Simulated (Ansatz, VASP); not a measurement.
LiW: VASP beside Ansatz

```
Li W
1.0
     4.96025    0.00000    0.00000
     0.00000    1.45696    2.17217
     0.00000   -1.45696    2.17217
Li W
1 1
Cartesian
  2.4801 0.0000 3.2593
  0.0000 0.0000 1.0862
```

Change from the starting cell: the structure that the rattled cell fell into.

Alike in both runs: functional PBE; k mesh 12 × 22 × 22; occupations gaussian, width 0.1 eV; no spin polarisation.

Ansatz relaxed the structure, and its values are those at the end. VASP's run is a single point on that final structure, the one shown.

|  | VASP | Ansatz |
| --- | --- | --- |
| version | VASP 6.6.1 | Ansatz 0.2.0 |
| potentials or method | VASP PAW PBE potentials, release 64 (Li_sv, W_sv), cutoff 750 eV | scalar-relativistic, plane waves, PAW |
| valence electrons in the cell | 17 | 17 |

|  | VASP | Ansatz | Ansatz less VASP |
| --- | --- | --- | --- |
| gap on the k mesh at the Fermi level (eV) | none | none | - |
| pressure (GPa) | 0.2 | 0.0 | -0.20 |

A gap of «none» marks a metal or a gap that the smearing closes.

Spin-orbit coupling is off throughout.
